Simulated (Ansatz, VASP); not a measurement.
Two plane-wave programs on BiAu

File INCAR:

```
PREC     = Accurate       # precision mode
ENCUT    = 520            # plane-wave cutoff, eV
EDIFF    = 1E-6           # SCF threshold, eV
ISMEAR   = 0              # smearing method
SIGMA    = 0.05           # smearing width, eV
LREAL    = False          # projectors in reciprocal space
LASPH    = True           # aspherical terms in the spheres
NELM     = 80             # most SCF steps
ALGO     = Normal         # electronic algorithm
ISIF     = 2              # what is computed and relaxed
LWAVE    = False          # write WAVECAR
LCHARG   = False          # write CHGCAR
GGA      = PE             # functional
NBANDS   = 20             # bands
```

The input KPOINTS:

```
Automatic mesh
0
Gamma
  6 6 6
```

File POSCAR:

```
BiAu
1.0
    0.0000000000      3.1865152554      3.1865152554
    3.1865152554      0.0000000000      3.1865152554
    3.1865152554      3.1865152554      0.0000000000
Au Bi
1 1
Direct
    0.0000000000      0.0000000000      0.0000000000
    0.2500000000      0.2500000000      0.2500000000
```

Input for Ansatz:

```yaml
crystal:
  lattice:
    - [0.0, 3.1865152554, 3.1865152554]
    - [3.1865152554, 0.0, 3.1865152554]
    - [3.1865152554, 3.1865152554, 0.0]
  atoms:
    - { symbol: Au, position: [0.0, 0.0, 0.0] }
    - { symbol: Bi, position: [0.25, 0.25, 0.25] }
basis:
  ecutwfc: 420
  ecutrho_ratio: 4
kpoints:
  mp_grid: { grid: [6, 6, 6] }
hamiltonian:
  xc: pbe
scf:
  occupations: { method: gaussian, width: 0.05 }
output:
  forces: true
  stress: true
  eigenvalues: true
```

Alike in both runs: task single point; functional PBE; k mesh 6 × 6 × 6; occupations gaussian, width 0.05 eV; no spin polarisation.

|  | VASP | Ansatz |
| --- | --- | --- |
| version | VASP 6.6.1 | Ansatz 0.2.0 |
| potentials or method | VASP PAW PBE potentials, release 64 (Au, Bi_d), cutoff 520 eV | scalar-relativistic, plane waves, PAW |
| valence electrons in the cell | 26 | 34 |

```tsv
	VASP	Ansatz	Ansatz less VASP
gap on the k mesh at the Fermi level (eV)	none	none	-
pressure (GPa)	2.2	2.3	+0.08
```

A gap of «none» marks a metal or a gap that the smearing closes. VASP's potentials hold 26 valence electrons a cell and Ansatz's 34, so a difference there can come from the potentials and not from the codes.

Neither program's run includes spin-orbit coupling.
